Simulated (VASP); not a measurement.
# Zr6BeAl2 in VASP: single point with PBE

Aim: the single point of Zr6BeAl2 with PBE.

Everything below comes from runs of VASP 6.6.1. Logs are shortened: lines on timing, memory, paths and dates and some standing lists are left out, and cuts for length are marked.

### Step 1. The cell of the first run

The typed cell holds 9 atoms: a = 7.813 Å, b = 7.813 Å, c = 3.314 Å, α = 90.00°, β = 90.00°, γ = 120.00°.

### Step 2. Single point, PBE

Contents of INCAR:

```
SYSTEM = Zr6BeAl2
ALGO     = Normal         ! electronic algorithm
EDIFF    = 1E-6           ! SCF threshold, eV
ENCUT    = 500            ! plane-wave cutoff, eV
GGA      = PE             ! functional
GGA_COMPAT= .False.      
ISIF     = 2              ! what is computed and relaxed
ISMEAR   = -1             ! smearing method
ISYM     = -1           
LASPH    = .True.         ! aspherical terms in the spheres
LCHARG   = .True.         ! write CHGCAR
LELF     = .True.         ! ELF
LREAL    = .False.        ! projectors in reciprocal space
LVHAR    = .True.       
LWAVE    = .False.        ! write WAVECAR
NBANDS   = 50             ! bands
NELM     = 120            ! most SCF steps
PREC     = Accurate       ! precision mode
SIGMA    = 0.0124         ! smearing width, eV
```

Contents of KPOINTS:

```
explicit points
23
Reciprocal
  0.16666667   0.16666667   0.10000000 2
  0.16666667   0.16666667   0.30000000 2
  0.16666667   0.16666667   0.50000000 2
  0.16666667   0.16666667   0.70000000 2
  0.16666667   0.16666667   0.90000000 2
  0.16666667   0.50000000   0.10000000 2
  0.16666667   0.50000000   0.30000000 2
  0.16666667   0.50000000   0.50000000 2
  0.16666667   0.50000000   0.70000000 2
  0.16666667   0.50000000   0.90000000 2
  0.16666667   0.83333333   0.10000000 2
  0.16666667   0.83333333   0.30000000 2
  0.16666667   0.83333333   0.50000000 2
  0.16666667   0.83333333   0.70000000 2
  0.16666667   0.83333333   0.90000000 2
  0.50000000   0.16666667   0.10000000 2
  0.50000000   0.16666667   0.30000000 2
  0.50000000   0.16666667   0.50000000 2
  0.50000000   0.16666667   0.70000000 2
  0.50000000   0.16666667   0.90000000 2
  0.50000000   0.50000000   0.10000000 2
  0.50000000   0.50000000   0.30000000 2
  0.50000000   0.50000000   0.50000000 1
```

Contents of POSCAR:

```
Zr6BeAl2
1.0
    7.8125420000      0.0000000000      0.0000000000
   -3.9062710000      6.7658620000      0.0000000000
    0.0000000000      0.0000000000      3.3144150000
Zr Al Be
6 2 1
Direct
    0.2531000000      0.0000000000      0.5000000000
    0.7469000000      0.7469000000      0.5000000000
    0.0000000000      0.2531000000      0.5000000000
    0.6035000000      0.0000000000      0.0000000000
    0.3965000000      0.3965000000      0.0000000000
    0.0000000000      0.6035000000      0.0000000000
    0.3333000000      0.6667000000      0.5000000000
    0.6667000000      0.3333000000      0.5000000000
    0.0000000000      0.0000000000      0.0000000000
```

Potentials or basis: VASP PAW PBE potentials, release 64 (Zr_sv, Al, Be).

On the command line:

```
$ cat potpaw_PBE.64/Zr_sv/POTCAR potpaw_PBE.64/Al/POTCAR potpaw_PBE.64/Be/POTCAR > POTCAR
$ mpirun -np 1 vasp_std > vasp.out
```

OUTCAR:

```text
SYSTEM = Zr6BeAl2
   EDIFF = 1E-6
   ENCUT = 500
   GGA = PE
   ISIF = 2
   ISMEAR = -1
   ISYM = -1
   LASPH = .True.
   LREAL = .False.
   NELM = 120
   PREC = Accurate

 ion  position               nearest neighbor table
   1  0.253  0.000  0.500-   9 2.58   9 2.58   7 2.97   8 2.97   5 3.18   5 3.18   6 3.18   6 3.18
                             4 3.20   4 3.20   3 3.42   2 3.42
   2  0.747  0.747  0.500-   9 2.58   9 2.58   7 2.97   8 2.97   6 3.18   6 3.18   4 3.18   4 3.18
                             5 3.20   5 3.20   1 3.42   3 3.42
   3  0.000  0.253  0.500-   9 2.58   9 2.58   8 2.97   7 2.97   5 3.18   5 3.18   4 3.18   4 3.18
                             6 3.20   6 3.20   1 3.42   2 3.42
   4  0.603  0.000  0.000-   8 2.91   8 2.91   7 2.91   7 2.91   9 3.10   2 3.18   3 3.18   3 3.18
                             2 3.18   1 3.20   1 3.20
   5  0.397  0.397  0.000-   8 2.91   8 2.91   7 2.91   7 2.91   9 3.10   3 3.18   3 3.18   1 3.18
                             1 3.18   2 3.20   2 3.20
   6  0.000  0.603  0.000-   7 2.91   7 2.91   8 2.91   8 2.91   9 3.10   2 3.18   2 3.18   1 3.18
                             1 3.18   3 3.20   3 3.20
   7  0.333  0.667  0.500-   6 2.91   6 2.91   4 2.91   4 2.91   5 2.91   5 2.91   1 2.97   3 2.97
                             2 2.97
   8  0.667  0.333  0.500-   4 2.91   4 2.91   6 2.91   6 2.91   5 2.91   5 2.91   3 2.97   1 2.97
                             2 2.97
   9  0.000  0.000  0.000-   1 2.58   1 2.58   3 2.58   2 2.58   2 2.58   3 2.58   4 3.10   6 3.10
                             5 3.10

IMPORTANT INFORMATION: All symmetrisations will be switched off!
NOSYMM: (Re-)initialisation of all symmetry stuff for point group C_1.

----------------------------------------------------------------------------------------

                                     Primitive cell

  volume of cell :     175.1953

  direct lattice vectors                    reciprocal lattice vectors
     7.812542000  0.000000000  0.000000000     0.127999312  0.073900414  0.000000000
    -3.906271000  6.765862000  0.000000000     0.000000000  0.147800827  0.000000000
     0.000000000  0.000000000  3.314415000     0.000000000  0.000000000  0.301712369

  length of vectors
     7.812542000  7.812543870  3.314415000     0.147800863  0.147800827  0.301712369

  position of ions in fractional coordinates (direct lattice)
     0.253100000  0.000000000  0.500000000
     0.746900000  0.746900000  0.500000000
     0.000000000  0.253100000  0.500000000
     0.603500000  0.000000000  0.000000000
     0.396500000  0.396500000  0.000000000
     0.000000000  0.603500000  0.000000000
     0.333300000  0.666700000  0.500000000
     0.666700000  0.333300000  0.500000000
     0.000000000  0.000000000  0.000000000

  ion indices of the primitive-cell ions
   primitive index   ion index
                 1           1
                 2           2
                 3           3
                 4           4
                 5           5
                 6           6
                 7           7
                 8           8
                 9           9

----------------------------------------------------------------------------------------

 KPOINTS: explicit points

Read explicit list of k-points.

 Found     23 k-points:

 Following reciprocal coordinates:
            Coordinates               Weight
  0.166667  0.166667  0.100000      0.044444
  0.166667  0.166667  0.300000      0.044444
  0.166667  0.166667  0.500000      0.044444
  0.166667  0.166667  0.700000      0.044444
  0.166667  0.166667  0.900000      0.044444
  0.166667  0.500000  0.100000      0.044444
[... 15 lines left out ...]
  0.500000  0.500000  0.300000      0.044444
  0.500000  0.500000  0.500000      0.022222
   k-points           NKPTS =     23   k-points in BZ     NKDIM =     23   number of bands    NBANDS=     50
   number of dos      NEDOS =    301   number of ions     NIONS =      9
   total plane-waves  NPLWV =  86400
   dimension x,y,z NGX =    60 NGY =   60 NGZ =   24
   dimension x,y,z NGXF=   120 NGYF=  120 NGZF=   48
   ions per type =               6   2   1
   NGX,Y,Z   is equivalent  to a cutoff of  12.77, 12.77, 12.04 a.u.
   NGXF,Y,Z  is equivalent  to a cutoff of  25.54, 25.54, 24.08 a.u.
 SYSTEM =  Zr6BeAl2
   PREC   = accura    normal or accurate (medium, high low for compatibility)
   ISTART =      0    job   : 0-new  1-cont  2-samecut
   ICHARG =      2    charge: 1-file 2-atom 10-const
   ISPIN  =      1    spin polarized calculation?
   LNONCOLLINEAR =      F non collinear calculations
   LSORBIT =      F    spin-orbit coupling
   LASPH  =      T    aspherical Exc in radial PAW
   ENCUT  =  500.0 eV  36.75 Ry    6.06 a.u.  14.24 14.24  6.04*2*pi/ulx,y,z
   NELM   =    120;   NELMIN=  2; NELMDL= -5     # of ELM steps
   EDIFF  = 0.1E-05   stopping-criterion for ELM
   LREAL  =      F    real-space projection
   EDIFFG = 0.1E-04   stopping-criterion for IOM
   NSW    =      0    number of steps for IOM
   IBRION =     -1    ionic relax: 0-MD 1-quasi-New 2-CG
   NFREE  =      0    steps in history (QN), initial steepest desc. (CG)
   ISIF   =      2    stress and relaxation
   ISYM   =     -1    0-nonsym 1-usesym 2-fastsym
   POTIM  = 0.5000    time-step for ionic-motion
   TEBEG  =    0.0;   TEEND  =   0.0 temperature during run
   PSTRESS=    0.0 pullay stress
   NELECT =      80.0000    total number of electrons
   NUPDOWN=      -1.0000    fix difference up-down
   EMIN   =  10.00;   EMAX   =-10.00  energy-range for DOS
   EFERMI =   0.00;   METHOD = LEGACY
   ISMEAR =    -1;   SIGMA  =   0.01  broadening in eV -4-tet -1-fermi 0-gaus
   EFERMI_NEDOS =   21; number of points for ismear=-14 and -15
   IALGO  =     38    algorithm
   IMIX   =      4    mixing-type and parameters
     AMIX     =   0.40;   BMIX     =  1.00
     AMIX_MAG =   1.60;   BMIX_MAG =  1.00
  volume/ion in A,a.u.               =      19.47       131.36
  Fermi-wavevector in a.u.,A,eV,Ry     =   1.260658  2.382299 21.623184  1.589259
  Thomas-Fermi vector in A             =   2.394157
   LORBIT       =      0    0 simple, 1 ext, 2 COOP (PROOUT), +10 PAW based schemes
   GGA     = PE    functional components
   LHFCALC =     F    Hartree Fock is set to
   AEXX    =    0.0000 exact exchange contribution
   IVDW    =     0    specifies the selected vdW correction
   LEPSILON=     F    determine dielectric tensor
   LRPA    =     F    only Hartree local field effects (RPA)
 non-spin polarized calculation
  energy-cutoff  :      500.00
  volume of cell :      175.20
 maximum number of plane-waves:      4472
 NGX is ok and might be reduce to    60
   NGX = 29   NGY = 29   NGZ = 13

 number of electron      80.0000001 magnetization

 Free energy of the ion-electron system (eV)
  ---------------------------------------------------
  ext. energy  EPLUGINS =         0.00000000
  ---------------------------------------------------
  free energy    TOTEN  =       -64.35965656 eV

  energy without entropy =      -64.35184839  energy(sigma->0) =      -64.35575247

 E-fermi :   8.5499     XC(G=0): -11.0429

 val. band max:        8.5322349312   @ k =   0.1667   0.1667   0.3000
 cond. band min:       8.5511095285   @ k =   0.1667   0.8333   0.9000
 fundamental gap:      0.0188745974
 Fermi energy:         8.5498765176

 k-point     1 :       0.1667    0.1667    0.1000
  band No.  band energies     occupation
      1     -39.8717      2.00000
      2     -39.8373      2.00000
      3     -39.8336      2.00000
      4     -39.7617      2.00000
      5     -39.7615      2.00000
      6     -39.7357      2.00000
[... 42 lines left out ...]
     49      10.8364      0.00000
     50      11.0304      0.00000

 k-point     2 :       0.1667    0.1667    0.3000
  band No.  band energies     occupation
      1     -39.8329      2.00000
      2     -39.8145      2.00000
      3     -39.8108      2.00000
      4     -39.7515      2.00000
      5     -39.7489      2.00000
      6     -39.7370      2.00000
[... 42 lines left out ...]
     49      11.3253      0.00000
     50      11.6203      0.00000

 k-point     3 :       0.1667    0.1667    0.5000
  band No.  band energies     occupation
      1     -39.8032      2.00000
      2     -39.7969      2.00000
      3     -39.7962      2.00000
      4     -39.7558      2.00000
      5     -39.7416      2.00000
      6     -39.7362      2.00000
[... 42 lines left out ...]
     49      11.2221      0.00000
     50      11.3915      0.00000

 k-point     4 :       0.1667    0.1667    0.7000
  band No.  band energies     occupation
      1     -39.8329      2.00000
      2     -39.8145      2.00000
      3     -39.8108      2.00000
      4     -39.7515      2.00000
      5     -39.7489      2.00000
      6     -39.7370      2.00000
[... 946 lines left out ...]
 k-point    22 :       0.5000    0.5000    0.3000
  band No.  band energies     occupation
      1     -39.8265      2.00000
      2     -39.8208      2.00000
      3     -39.8117      2.00000
      4     -39.7558      2.00000
      5     -39.7406      2.00000
      6     -39.7401      2.00000
[... 42 lines left out ...]
     49      11.2134      0.00000
     50      11.4895      0.00000

 k-point    23 :       0.5000    0.5000    0.5000
  band No.  band energies     occupation
      1     -39.8030      2.00000
      2     -39.7974      2.00000
      3     -39.7958      2.00000
      4     -39.7558      2.00000
      5     -39.7416      2.00000
      6     -39.7362      2.00000
[... 42 lines left out ...]
     49      11.3844      0.00000
     50      11.4049      0.00000

------------------------ aborting loop because EDIFF is reached ----------------------------------------

  FORCE on cell =-STRESS in cart. coord.  units (eV):
  Direction    XX          YY          ZZ          XY          YZ          ZX
  --------------------------------------------------------------------------------------
  -------------------------------------------------------------------------------------
  Total        4.6987529      4.8957088      5.7223987      0.1711217     -0.0000003     -0.0000006
  in kB       42.9705391     44.7717194     52.3318767      1.5649240     -0.0000023     -0.0000058
  external PRESSURE =      46.6913784 kB  Pullay stress =       0.0000000 kB

 VOLUME and BASIS-vectors are now :
 -----------------------------------------------------------------------------
  energy-cutoff  :      500.00
  volume of cell :      175.20
      direct lattice vectors                 reciprocal lattice vectors
     7.812542000  0.000000000  0.000000000     0.127999312  0.073900414  0.000000000
    -3.906271000  6.765862000  0.000000000     0.000000000  0.147800827  0.000000000
     0.000000000  0.000000000  3.314415000     0.000000000  0.000000000  0.301712369

 POSITION                                       TOTAL-FORCE (eV/Angst)
 -----------------------------------------------------------------------------------
      1.97735      0.00000      1.65721         0.083058     -0.020466      0.000003
      2.91759      5.05342      1.65721        -0.048572     -0.084205     -0.000007
     -0.98868      1.71244      1.65721        -0.059207      0.061724     -0.000001
      4.71487      0.00000      0.00000         0.065244     -0.028704     -0.000002
      1.54884      2.68266      0.00000        -0.001160     -0.001872      0.000003
     -2.35743      4.08320      0.00000        -0.057447      0.041973      0.000002
     -0.00039      4.51080      1.65721         0.025603      0.009555      0.000001
      3.90666      2.25506      1.65721        -0.004340      0.027155      0.000001
      0.00000      0.00000      0.00000        -0.003180     -0.005159      0.000001
 -----------------------------------------------------------------------------------
    total drift:                               -0.000027      0.000054     -0.000007

  FREE ENERGIE OF THE ION-ELECTRON SYSTEM (eV)
  ---------------------------------------------------
  free  energy   TOTEN  =       -64.3596565554 eV

  energy  without entropy=      -64.3518483870  energy(sigma->0) =      -64.35575247
```

It took 8.4 min on 1 thread of AMD EPYC, shared host; peak memory 0.31 GiB.

Results:

```
Free energy            : -64.3597 eV
Pressure               : 4.7 GPa
Largest force          : 0.097 eV/Å
Band gap on the k mesh : zero (bands 40 and 41 overlap by 0.81 eV)
```

Forces in eV/Å, atoms in the order of the input:
```
Zr   0.083 -0.020  0.000
Zr  -0.049 -0.084  0.000
Zr  -0.059  0.062  0.000
Zr   0.065 -0.029  0.000
Zr  -0.001 -0.002  0.000
Zr  -0.057  0.042  0.000
Al   0.026  0.010  0.000
Al  -0.004  0.027  0.000
Be  -0.003 -0.005  0.000
```

Caveat: the cell stands under pressure.
